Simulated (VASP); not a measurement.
Write the native input for VASP 6.6.1 that does the following.

| Property | Result |
| --- | --- |
| Task | single point |
| Functional | PBE |
| Potentials or basis | VASP PAW PBE potentials, release 64 (N, B, As) |
| Cutoff | 520 eV |
| k mesh | 6 × 6 × 6 |
| Occupations | fermi-dirac, width 0.02 eV |
| Spin | non-collinear spin, zero start, spin-orbit coupling |
| Starting moments | [[0.0, 0.0, 0.0], [0.0, 0.0, 0.0], [0.0, 0.0, 0.0], [0.0, 0.0, 0.0], [0.0, 0.0, 0.0], [0.0, 0.0, 0.0], [0.0, 0.0, 0.0], [0.0, 0.0, 0.0]] μB |
| Dipole correction | no |
| Further INCAR settings | ALGO = Normal; EDIFF = 1e-06; NBANDS = 50 |

The structure of B4AsN3 lies in POSCAR:

```
B4AsN3
1.0
    3.9535267229      0.0000000000      0.0000000000
    0.0000000000      3.9535267229      0.0000000000
    0.0000000000      0.0000000000      3.9535267229
N B As
3 4 1
Direct
    0.5000000000      0.0000000000      0.0000000000
    0.0000000000      0.5000000000      0.0000000000
    0.0000000000      0.0000000000      0.5000000000
    0.2269582761      0.7730417239      0.7730417239
    0.7730417239      0.2269582761      0.7730417239
    0.7730417239      0.7730417239      0.2269582761
    0.2269582761      0.2269582761      0.2269582761
    0.5000000000      0.5000000000      0.5000000000
```

The input as run:

INCAR

```
SYSTEM = B4AsN3
ALGO = Normal ; EDIFF = 1E-6
ENCUT = 520 ; GGA = PE
GGA_COMPAT = .FALSE. ; ISIF = 2
ISMEAR = -1 ; LASPH = .TRUE.
LCHARG = .FALSE. ; LORBIT = 11
LORBMOM = .TRUE. ; LREAL = .FALSE.
LSORBIT = .TRUE. ; LWAVE = .FALSE.
MAGMOM = 0 0 0 0 0 0 0 0 0 0 0 0 0 0 0 0 0 0 0 0 0 0 0 0 ; NBANDS = 50
NELM = 150 ; PREC = Accurate
SIGMA = 0.02
```

KPOINTS

```
k-points
0
G
  6 6 6
  0 0 0
```

Potentials or basis: VASP PAW PBE potentials, release 64 (N, B, As).

The run is started by

```bash
$ cat potpaw_PBE.64/N/POTCAR potpaw_PBE.64/B/POTCAR potpaw_PBE.64/As/POTCAR > POTCAR
$ mpirun -np 1 vasp_ncl > vasp.out
```

Results of the run:

```
Pressure                                              : 4.2 GPa
Largest force                                         : 0.406 eV/Å
Net moment                                            : 0.00 μB per cell
Valence electrons inside the program's atomic spheres : N 3.78; B 1.89; As 3.42
```

Caveat: the cell stands under pressure.

Wall time 5 min on 1 thread of Intel(R) Xeon(R) Platinum 8259CL CPU @ 2.50GHz (Skylake/Cascade Lake), with other jobs on the host, peak memory 0.33 GiB.
